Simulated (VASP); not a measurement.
The system is CoSi.

```
CELL_PARAMETERS angstrom
2.78133 0.00000 0.00000
0.00000 2.78133 0.00000
0.00000 0.00000 2.78133
ATOMIC_POSITIONS crystal
Co 0.00000 0.00000 0.00000
Si 0.50000 0.50000 0.50000
```

```yaml
Program: VASP 6.6.1
Task: relaxation of cell and atoms
Functional: PBEsol-based global hybrid with 25 % exact exchange
Potentials_or_basis: VASP PAW PBE potentials, release 64 (Co, Si)
Cutoff: 600 eV
k_mesh: 5 × 5 × 5
Occupations: fermi-dirac, width 0.05 eV
Spin: collinear spin, ferromagnetic start
Starting_moments: "[2.0, 0.0] μB"
```

At the start: pressure -8.5 GPa; volume 10.76 Å³/atom.

Where does the relaxation end?

Over 4 steps the energy falls by 10.8 meV/atom and the volume is 10.37 Å³/atom (-3.6 %); space group Pm-3m (No. 221, to 0.1 Å) before and after; moment 0.87 μB per cell.

The path:
| step | energy change (eV) | largest force (eV/Å) | pressure (GPa) | volume (Å³) |
| --- | --- | --- | --- | --- |
| 1 | 0.0000 | 0.0000 | -8.49 | 21.52 |
| 2 | 0.0169 | 0.0000 | 13.65 | 19.79 |
| 3 | -0.0216 | 0.0000 | -0.20 | 20.75 |
| 4 | -0.0216 | 0.0000 | -0.06 | 20.73 |

Final structure:
```
CELL_PARAMETERS angstrom
2.74710 0.00000 0.00000
0.00000 2.74710 0.00000
0.00000 0.00000 2.74710
ATOMIC_POSITIONS crystal
Co 0.00000 0.00000 0.00000
Si 0.50000 0.50000 0.50000
```

Caveat: the k points lie up to 0.46 Å⁻¹ apart in the final cell; the PAW data sets were made with another functional, which shifts forces and pressure a little.
